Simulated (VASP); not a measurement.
Input of a VASP 6.6.1 run:

INCAR

```
ALGO = Normal
EDIFF = 1E-6
ENCUT = 500
GGA = PE
GGA_COMPAT = F
ISIF = 2
ISMEAR = 0
LASPH = T
LCHARG = F
LREAL = F
LWAVE = F
NBANDS = 20
NELM = 120
PREC = Accurate
SIGMA = 0.01
```

The input KPOINTS:

```
k-points
0
Gamma
  12 12 4
```

Contents of POSCAR:

```
CdI2
1.0
    4.2483569105      0.0000000000      0.0000000000
   -2.1241784552      3.6791850088      0.0000000000
    0.0000000000      0.0000000000      6.8844151052
Cd I
1 2
Direct
    0.0000000000      0.0000000000      0.0000000000
    0.3333333333      0.6666666667      0.2495592321
    0.6666666667      0.3333333333      0.7504407679
```

Potentials or basis: VASP PAW PBE potentials, release 64 (Cd, I).

Launch:

```sh
$ cat potpaw_PBE.64/Cd/POTCAR potpaw_PBE.64/I/POTCAR > POTCAR
$ mpirun -np 1 vasp_std > vasp.out
```

Estimate the band gap on the k mesh.

2.36 eV, indirect (least direct gap 2.60 eV).

What does it give for the pressure?

1.7 GPa.

What does it give for the largest force?

0.093 eV/Å.

Forces in eV/Å, atoms in the order of the input:
```
Cd   0.000  0.000  0.000
I    0.000  0.000  0.093
I    0.000  0.000 -0.093
```

Caveat: spin-orbit coupling is left out, which moves the levels of the heavy elements; this functional lacks dispersion, which binds the layers, so the pressure and a relaxed spacing across them are unreliable. A k mesh can miss the band edges.
